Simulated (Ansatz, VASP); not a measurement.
# Yb in VASP and in Ansatz

POSCAR

```
Yb
1.0
   -2.1936796540      2.1936796540      2.1936796540
    2.1936796540     -2.1936796540      2.1936796540
    2.1936796540      2.1936796540     -2.1936796540
Yb
1
Direct
    0.0000000000      0.0000000000      0.0000000000
```

Contents of INCAR.step1:

```
  PREC = Accurate
  ENCUT = 520
  ISMEAR = -1
  SIGMA = 0.05
  LREAL = F
  LASPH = T
  NELM = 150
  ISPIN = 2
  MAGMOM = 1
  LMAXMIX = 6
  NBANDS = 22
  GGA = PE
  ALGO = Normal
  EDIFF = 1E-4
  LWAVE = T
  LCHARG = F
```

File INCAR.step2:

```
  PREC = Accurate
  ENCUT = 520
  EDIFF = 1E-6
  ISMEAR = -1
  SIGMA = 0.05
  LREAL = F
  LASPH = T
  NELM = 150
  ALGO = Normal
  ISIF = 2
  LWAVE = F
  LCHARG = F
  ISPIN = 2
  MAGMOM = 1
  LORBIT = 11
  LMAXMIX = 6
  METAGGA = R2SCAN
  LMIXTAU = T
  NBANDS = 22
  ISTART = 1
```

The input KPOINTS:

```
Automatic mesh
0
Gamma
  9 9 9
```

File input.yaml:

```yaml
crystal:
  lattice:
    - [-2.193679654, 2.193679654, 2.193679654]
    - [2.193679654, -2.193679654, 2.193679654]
    - [2.193679654, 2.193679654, -2.193679654]
  atoms:
    - { symbol: Yb, position: [0.0, 0.0, 0.0], spin: 1.0 }
hamiltonian:
  xc: r2scan
  pseudopotentials: { kind: paw }
magnetization:
  spin_polarized: true
kpoints:
  mp_grid: { grid: [9, 9, 9] }
scf:
  occupations: { method: fermi_dirac, width: 0.05 }
output:
  forces: true
  stress: true
  eigenvalues: true
  write_density: true
  write_potential: true
  elf: true
  volumetric_format: npy
```

Alike in both runs: task single point; functional r2SCAN; k mesh 9 × 9 × 9; occupations fermi-dirac, width 0.05 eV; collinear spin.

|  | VASP | Ansatz |
| --- | --- | --- |
| version | VASP 6.6.1 | Ansatz 0.2.0 |
| potentials or method | VASP PAW PBE potentials, release 64 (Yb) | Ansatz PAW |
| plane-wave cutoff (eV) | 520 | 500 |
| valence electrons in the cell | 24 | 24 |

Ansatz gave:

```
gap on the k mesh at the Fermi level (eV) : none
pressure (GPa)                            : -3.2
net moment per atom (μB)                  : 0.00
```

Task: What did VASP give for the same quantities?

Result: gap on the k mesh at the Fermi level (eV): none; pressure (GPa): -4.9; net moment per atom (μB): 0.00.

VASP's potentials were made for PBE, not for r2SCAN. A gap of «none» marks a metal or a gap that the smearing closes. With one functional, cell and mesh, what is left measures potentials, basis and numerics.

Neither program's run includes spin-orbit coupling. Noted on Ansatz's run: the magnetic or orbital state may not be the lowest.
